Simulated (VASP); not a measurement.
# Al2Ru (I4/mmm) in VASP: further runs, part 2 of 2

VASP 6.6.1.

### 3 Relaxation of cell and atoms, PBEsol

This run uses another cell than the first one, of 13.71 Å³/atom.

Contents of INCAR:

```
ALGO = Fast ; EDIFF = 1E-7
EDIFFG = -0.01 ; ENCUT = 600
GGA = PS ; IBRION = 2
ISIF = 3 ; ISMEAR = 0
LASPH = T ; LCHARG = F
LREAL = F ; LWAVE = F
NELM = 100 ; NSW = 80
PREC = Accurate ; SIGMA = 0.1
```

Contents of KPOINTS:

```
k-points
0
Gamma
  18 18 18
```

Contents of POSCAR:

```
Al2Ru
1.0
   -1.5604216200      1.5604216200      4.2218055900
    1.5604216200     -1.5604216200      4.2218055900
    1.5604216200      1.5604216200     -4.2218055900
Al Ru
2 1
Direct
    0.6592021900      0.6592021900      0.0000000000
    0.3407978100      0.3407978100      0.0000000000
    0.0000000000      0.0000000000      0.0000000000
```

Potentials or basis: VASP PAW PBE potentials, release 64 (Al, Ru_pv).

On the command line:

```bash
cat potpaw_PBE.64/Al/POTCAR potpaw_PBE.64/Ru_pv/POTCAR > POTCAR
mpirun -np 1 vasp_std > vasp.out
```

OUTCAR:

```text
EDIFF = 1E-7
   EDIFFG = -0.01
   ENCUT = 600
   GGA = PS
   IBRION = 2
   ISIF = 3
   ISMEAR = 0
   LASPH = T
   LREAL = F
   NELM = 100
   NSW = 80
   PREC = Accurate

 ion  position               nearest neighbor table
   1  0.659  0.659  0.000-   3 2.58   3 2.58   3 2.58   3 2.58   2 2.69   2 2.69   2 2.69   2 2.69
                             2 2.69   3 2.88
   2  0.341  0.341  0.000-   3 2.58   3 2.58   3 2.58   3 2.58   1 2.69   1 2.69   1 2.69   1 2.69
                             1 2.69   3 2.88
   3  0.000  0.000  0.000-   1 2.58   1 2.58   1 2.58   2 2.58   1 2.58   2 2.58   2 2.58   2 2.58
                             1 2.88   2 2.88

  LATTYP: Found a body centered tetragonal cell.
 ALAT       =     3.1208432400
 C/A-ratio  =     2.7055544065

  Lattice vectors:

 A1 = (  -1.5604216200,   1.5604216200,   4.2218055900)
 A2 = (   1.5604216200,  -1.5604216200,   4.2218055900)
 A3 = (   1.5604216200,   1.5604216200,  -4.2218055900)

Analysis of symmetry for initial positions (statically):
=====================================================================
 Subroutine PRICEL returns:
 Original cell was already a primitive cell.

 Routine SETGRP: Setting up the symmetry group for a
 body centered tetragonal supercell.

 Subroutine GETGRP returns: Found 16 space group operations
 (whereof 16 operations were pure point group operations)
 out of a pool of 16 trial point group operations.

[... 316 lines left out ...]

 Free energy of the ion-electron system (eV)
  ---------------------------------------------------
  ext. energy  EPLUGINS =         0.00000000
  ---------------------------------------------------
  free energy    TOTEN  =       -20.32976001 eV

  energy without entropy =      -20.32842793  energy(sigma->0) =      -20.32909397

 E-fermi :  10.5519     XC(G=0): -12.0282

 val. band max:       10.5481964613   @ k =  -0.2778   0.1667   0.0556
 cond. band min:      10.5575465494   @ k =  -0.2778   0.2222   0.0000
 fundamental gap:      0.0093500881
 Fermi energy:        10.5518873668

 k-point     1 :       0.0000    0.0000    0.0000
  band No.  band energies     occupation
      1     -32.0408      2.00000
      2     -32.0408      2.00000
      3     -31.9549      2.00000
      4      -0.3875      2.00000
      5       5.1029      2.00000
      6       6.6997      2.00000
      7       8.5444      2.00000
      8       8.5444      2.00000
      9       8.5934      2.00000
     10       9.5724      2.00000
     11      12.9658      0.00000
     12      15.2048      0.00000
     13      16.6401      0.00000
     14      16.6401      0.00000
[... 377 lines left out ...]
      1     -32.0958      2.00000
      2     -32.0401      2.00000
      3     -31.9491      2.00000
      4       0.5217      2.00000
      5       5.5858      2.00000
      6       6.7622      2.00000
      7       7.0525      2.00000
      8       8.4672      2.00000
      9       8.7279      2.00000
     10       9.5452      2.00000
     11      12.7150      0.00000
     12      13.6204      0.00000
     13      14.5099      0.00000
     14      15.9294      0.00000

 [... further k-points ...]

------------------------ aborting loop because EDIFF is reached ----------------------------------------

  FORCE on cell =-STRESS in cart. coord.  units (eV):
  Direction    XX          YY          ZZ          XY          YZ          ZX
  --------------------------------------------------------------------------------------
  -------------------------------------------------------------------------------------
  Total       -0.0144323     -0.0144323     -0.0094516      0.0000000      0.0000000     -0.0000000
  in kB       -0.5631889     -0.5631889     -0.3688278      0.0000000      0.0000000     -0.0000000
  external PRESSURE =      -0.4984019 kB  Pullay stress =       0.0000000 kB
[... 18 lines left out ...]
  FREE ENERGIE OF THE ION-ELECTRON SYSTEM (eV)
  ---------------------------------------------------
  free  energy   TOTEN  =       -20.3297600137 eV

  energy  without entropy=      -20.3284279277  energy(sigma->0) =      -20.32909397

 reached required accuracy - stopping structural energy minimisation
```

OSZICAR:

```text
N       E                     dE             d eps       ncg     rms          rms(c)
DAV:   1     0.131030679885E+03    0.13103E+03   -0.11619E+04 13672   0.148E+03
DAV:   2    -0.181949840938E+02   -0.14923E+03   -0.14573E+03 15378   0.345E+02
[... 43 lines left out ...]
DAV:   1    -0.203301584880E+02   -0.41825E-03   -0.87768E-03 14136   0.101E+00    0.164E-01
RMM:   2    -0.203298896057E+02    0.26888E-03   -0.19780E-03 13440   0.389E-01    0.813E-02
RMM:   3    -0.203297738021E+02    0.11580E-03   -0.24587E-04 13440   0.144E-01    0.234E-02
RMM:   4    -0.203297598008E+02    0.14001E-04   -0.58296E-05 13440   0.598E-02    0.730E-03
RMM:   5    -0.203297602115E+02   -0.41072E-06   -0.93638E-06 13879   0.232E-02    0.654E-03
RMM:   6    -0.203297600304E+02    0.18118E-06   -0.22473E-06 13744   0.104E-02    0.355E-03
RMM:   7    -0.203297600137E+02    0.16679E-07   -0.50267E-07 10716   0.478E-03
   5 F= -.20329760E+02 E0= -.20329094E+02  d E =-.198368E-04
```

CONTCAR:

```text
Al2Ru
   1.00000000000000
    -1.5609271566015253    1.5609271566015253    4.2127744793436479
     1.5609271566015253   -1.5609271566015253    4.2127744793436479
     1.5609271566015253    1.5609271566015253   -4.2127744793436479
  Al              Ru
     2     1
Direct
     0.6590188368409469    0.6590188368409469    0.0000000000000000
     0.3409811631590531    0.3409811631590531    1.0000000000000000
     1.0000000000000000    1.0000000000000000    1.0000000000000000

  0.00000000E+00  0.00000000E+00  0.00000000E+00
  0.00000000E+00  0.00000000E+00  0.00000000E+00
  0.00000000E+00  0.00000000E+00  0.00000000E+00
```

Run time: 28 min. Hardware: 1 thread of Intel Xeon Platinum 8259CL at 2.50GHz (Skylake/Cascade Lake), shared host; peak memory 0.54 GiB.

Results:

| Item | Value |
| --- | --- |
| Free energy | -20.3298 eV |
| Relaxed volume | 13.69 Å³/atom |
| Relaxed cell | a = 4.756 Å, b = 4.756 Å, c = 4.756 Å, α = 141.68°, β = 141.68°, γ = 55.31° |
| Space group after relaxing (to 0.1 Å) | I4/mmm (No. 139) |
| Energy gained by relaxing | 0.1 meV/atom |
| Ionic steps | 5 |
| Pressure after relaxing | 0.0 GPa |
| Largest force after relaxing | 0.009 eV/Å |
| Band gap on the k mesh | zero (bands 10 and 11 overlap by 0.19 eV) |

Forces in eV/Å, atoms in the order of the input:
```
Al   0.000  0.000  0.009
Al   0.000  0.000 -0.009
Ru   0.000  0.000  0.000
```

The path:
| step | energy change (eV) | largest force (eV/Å) | pressure (GPa) | volume (Å³) |
| --- | --- | --- | --- | --- |
| 1 | 0.0000 | 0.0481 | -0.36 | 41.12 |
| 2 | -0.0001 | 0.0373 | 0.53 | 40.93 |
| 3 | -0.0003 | 0.0027 | 0.11 | 41.02 |
| 4 | -0.0003 | 0.0037 | 0.11 | 41.02 |
| 5 | -0.0003 | 0.0091 | -0.05 | 41.06 |

Final structure:
```xyz
3
Lattice="-1.5609 1.5609 4.2128 1.5609 -1.5609 4.2128 1.5609 1.5609 -4.2128" Properties=species:S:1:pos:R:3 pbc="T T T"
Al    0.0000    0.0000    5.5526
Al    1.5609    1.5609   -1.3398
Ru    1.5609    1.5609    4.2128
```

Caveat: the PAW data sets were made with another functional, which shifts forces and pressure a little.

### 4 Single point, PBEsol

This run uses another cell than the first one, of 13.71 Å³/atom.

Contents of INCAR:

```
PREC     = Accurate       # precision mode
ENCUT    = 520            # plane-wave cutoff, eV
EDIFF    = 1E-6           # SCF threshold, eV
ISMEAR   = -1             # smearing method
SIGMA    = 0.02           # smearing width, eV
LREAL    = False          # projectors in reciprocal space
LASPH    = True           # aspherical terms in the spheres
NELM     = 80             # most SCF steps
ALGO     = Fast           # electronic algorithm
ISIF     = 2              # what is computed and relaxed
LWAVE    = False          # write WAVECAR
LCHARG   = False          # write CHGCAR
GGA      = PS             # functional
NBANDS   = 17             # bands
```

Contents of KPOINTS:

```
regular mesh
0
Gamma
  18 18 18
```

POSCAR is that of step 3.

On the command line:

```bash
cat potpaw_PBE.64/Al/POTCAR potpaw_PBE.64/Ru_pv/POTCAR > POTCAR
mpirun -np 1 vasp_std > vasp.out
```

Run time: 12 min. Hardware: 1 thread of Intel Xeon Platinum 8259CL at 2.50GHz (Skylake/Cascade Lake), shared host; peak memory 0.46 GiB.

The run converged. Its results:

* Free energy: -20.3287 eV
* Pressure: -0.4 GPa
* Largest force: 0.043 eV/Å
* Band gap on the k mesh: zero (bands 10 and 11 overlap by 0.17 eV)

Forces in eV/Å, atoms in the order of the input:
```
Al   0.000  0.000 -0.043
Al   0.000  0.000  0.043
Ru   0.000  0.000  0.000
```

Stress tensor (GPa, compression positive):
```
-0.15  0.00  0.00
 0.00 -0.15  0.00
 0.00  0.00 -0.75
```

Levels at points of the mesh, in eV from the Fermi level:
```
           k point  band 6  band 7  band 8  band 9  band 10  band 11  band 12  band 13  band 14  band 15
(0.00, 0.00, 0.00)   -3.85   -2.01   -2.01   -2.00    -0.98     2.37     4.64     6.10     6.10     6.22
(0.50, 0.00, 0.00)   -4.64   -2.95   -2.77   -2.57    -1.44     0.56     3.03     5.08     6.98     8.46
(0.50, 0.50, 0.00)   -3.50   -3.44   -3.11   -1.29    -0.36     0.25     1.81     1.99     4.76     5.36
(0.50, 0.50, 0.50)   -4.01   -2.65   -1.57   -1.57    -0.95     3.13     3.13     6.27     6.44     8.49
```

Caveat: the PAW data sets were made with another functional, which shifts forces and pressure a little.

### 5 Single point, PBEsol

This run uses another cell than the first one, of 13.71 Å³/atom.

Contents of INCAR:

```
SYSTEM = Al2Ru
ALGO = Fast
EDIFF = 1E-7
ENCUT = 520
GGA = PS
ISIF = 2
ISMEAR = -1
LASPH = .True.
LCHARG = .False.
LREAL = .False.
LWAVE = .False.
NBANDS = 17
NELM = 80
PREC = Accurate
SIGMA = 0.5
```

Contents of KPOINTS:

```
k-points
0
Gamma
  18 18 18
  0 0 0
```

POSCAR is that of step 4.

On the command line:

```bash
cat potpaw_PBE.64/Al/POTCAR potpaw_PBE.64/Ru_pv/POTCAR > POTCAR
mpirun -np 1 vasp_std > vasp.out
```

It took 12 min on 1 thread of Intel Xeon Platinum 8259CL at 2.50GHz (Skylake/Cascade Lake), shared host; peak memory 0.46 GiB.

The run converged. Its results:

| Item | Value |
| --- | --- |
| Free energy | -20.6920 eV |
| Pressure | 2.4 GPa |
| Largest force | 0.112 eV/Å |
| Band gap on the k mesh | zero (bands 10 and 11 overlap by 0.03 eV) |

Forces in eV/Å, atoms in the order of the input:
```
Al   0.000  0.000 -0.112
Al   0.000  0.000  0.112
Ru   0.000  0.000  0.000
```

Stress tensor (GPa, compression positive):
```
3.52 0.00 0.00
0.00 3.52 0.00
0.00 0.00 0.17
```

Levels at points of the mesh, in eV from the Fermi level:
| k point | band 8 | band 9 | band 10 | band 11 | band 12 | band 13 |
| --- | --- | --- | --- | --- | --- | --- |
| (0.00, 0.00, 0.00) | -1.95 | -1.95 | -0.83 | 2.42 | 4.63 | 6.14 |
| (0.50, 0.00, 0.00) | -2.75 | -2.45 | -1.37 | 0.69 | 3.09 | 5.09 |
| (0.50, 0.50, 0.00) | -3.10 | -1.33 | -0.31 | 0.44 | 1.88 | 2.02 |
| (0.50, 0.50, 0.50) | -1.50 | -1.50 | -0.81 | 3.13 | 3.13 | 6.29 |

Caveat: so wide a smearing shifts energies and pressures; the PAW data sets were made with another functional, which shifts forces and pressure a little.

### 6 The runs side by side

| task | cell | cutoff (eV) | smearing | gap on the mesh (eV) | pressure (GPa) | largest force (eV/Å) |
| --- | --- | --- | --- | --- | --- | --- |
| single point | a = 4.755 Å, angles 141.7, 141.7, 55.3°, 3 atoms, atomic positions A | 520 | gaussian 0.1 eV | none | 0.1 | - |
| relaxation of cell and atoms | relaxed from a = 4.764 Å, angles 141.8, 141.8, 55.2°, 3 atoms, atomic positions B | 600 | gaussian 0.1 eV | none | 0.0 | 0.01 |
| single point | a = 4.764 Å, angles 141.8, 141.8, 55.2°, 3 atoms, atomic positions B | 520 | fermi-dirac 0.02 eV | none | -0.4 | 0.04 |
| single point | a = 4.764 Å, angles 141.8, 141.8, 55.2°, 3 atoms, atomic positions B | 520 | fermi-dirac 0.5 eV | none | 2.4 | 0.11 |

Alike in all rows: level PBEsol; potentials or basis VASP PAW PBE potentials, release 64 (Al, Ru_pv); no spin polarisation; k mesh 18 × 18 × 18.

Caveats: the PAW data sets were made with another functional, which shifts forces and pressure a little; so wide a smearing shifts energies and pressures (at least some runs).

Total energies depend on the potentials used, so only differences within one code and one set of settings carry meaning.

The gap in the log of VASP goes by the Fermi energy; the results here count the filled bands.